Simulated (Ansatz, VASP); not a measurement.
# Ag in VASP and in Ansatz

File INCAR:

```
PREC     = Accurate       # precision mode
ENCUT    = 520            # plane-wave cutoff, eV
EDIFF    = 1E-8           # SCF threshold, eV
ISMEAR   = -1             # smearing method
SIGMA    = 0.05           # smearing width, eV
LREAL    = False          # projectors in reciprocal space
LASPH    = True           # aspherical terms in the spheres
NELM     = 60             # most SCF steps
ALGO     = Normal         # electronic algorithm
ISIF     = 2              # what is computed and relaxed
LWAVE    = False          # write WAVECAR
LCHARG   = False          # write CHGCAR
LEFG     = True         
NBANDS   = 12             # bands
```

File KPOINTS:

```
Automatic mesh
0
Gamma
  15 15 15
```

Contents of POSCAR:

```
Ag
1.0
    0.0000000000      2.0013923787      2.0013923787
    2.0013923787      0.0000000000      2.0013923787
    2.0013923787      2.0013923787      0.0000000000
Ag
1
Direct
    0.0000000000      0.0000000000      0.0000000000
```

Input for Ansatz:

```yaml
crystal:
  lattice:
    - [0.0, 2.0013923787, 2.0013923787]
    - [2.0013923787, 0.0, 2.0013923787]
    - [2.0013923787, 2.0013923787, 0.0]
  atoms:
    - { symbol: Ag, position: [0.0, 0.0, 0.0] }
kpoints:
  mp_grid: { grid: [15, 15, 15] }
scf:
  occupations: { method: fermi_dirac, width: 0.05 }
hamiltonian:
  xc: lda
  pseudopotentials: { kind: all_electron, datasets: crystal }
output:
  forces: true
  stress: true
  eigenvalues: true
  efg: { contact_densities: true }
```

Change from the starting cell: volume scaled by 0.94, crystal datasets.

Alike in both runs: task electric field gradients; functional LDA; k mesh 15 × 15 × 15; occupations fermi-dirac, width 0.05 eV; no spin polarisation.

|  | VASP | Ansatz |
| --- | --- | --- |
| version | VASP 6.6.1 | Ansatz 0.2.0 |
| potentials or method | VASP PAW LDA potentials, release 64 (Ag), cutoff 520 eV | all-electron PAW with datasets made for the crystal, scalar-relativistic |

VASP gave:

* pressure (GPa): -0.2

Q: Which values does Ansatz return?

A: Pressure (GPa): -0.3.

LDA's correlation is that of Perdew and Zunger in VASP and of Perdew and Wang (1992) in Ansatz. Ansatz ran all-electron here, and VASP with PAW potentials.
